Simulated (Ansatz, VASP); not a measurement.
CdSe in VASP and in Ansatz

```
Cd Se
1.0
     4.31902    0.00000    0.00000
    -2.15951    3.74038    0.00000
     0.00000    0.00000    7.04126
Cd Se
2 2
Direct
  0.33333 0.66667 0.99952
  0.66667 0.33333 0.49952
  0.33333 0.66667 0.37548
  0.66667 0.33333 0.87548
```

Change from the starting cell: hydrostatic strain -0.5%.

Alike in both runs: task single point; functional r2SCAN; k mesh 12 × 12 × 4; no spin polarisation.

```csv
,VASP,Ansatz
version,VASP 6.6.1,Ansatz 0.2.0
potentials or method,"VASP PAW PBE potentials, release 64 (Cd, Se)","plane waves, PAW"
plane-wave cutoff (eV),520,500
occupations,"gaussian, width 0.01 eV",fixed
valence electrons in the cell,36,72
```

Ansatz gave:

| Property | Result |
| --- | --- |
| gap on the k mesh at the Fermi level (eV) | 1.14 |
| pressure (GPa) | 0.8 |

Task: What did VASP give for the same quantities?

Result: gap on the k mesh at the Fermi level (eV): 1.13; pressure (GPa): 1.1.

VASP's potentials were made for PBE, not for r2SCAN. VASP's potentials hold 36 valence electrons a cell and Ansatz's 72, so a difference there can come from the potentials and not from the codes.
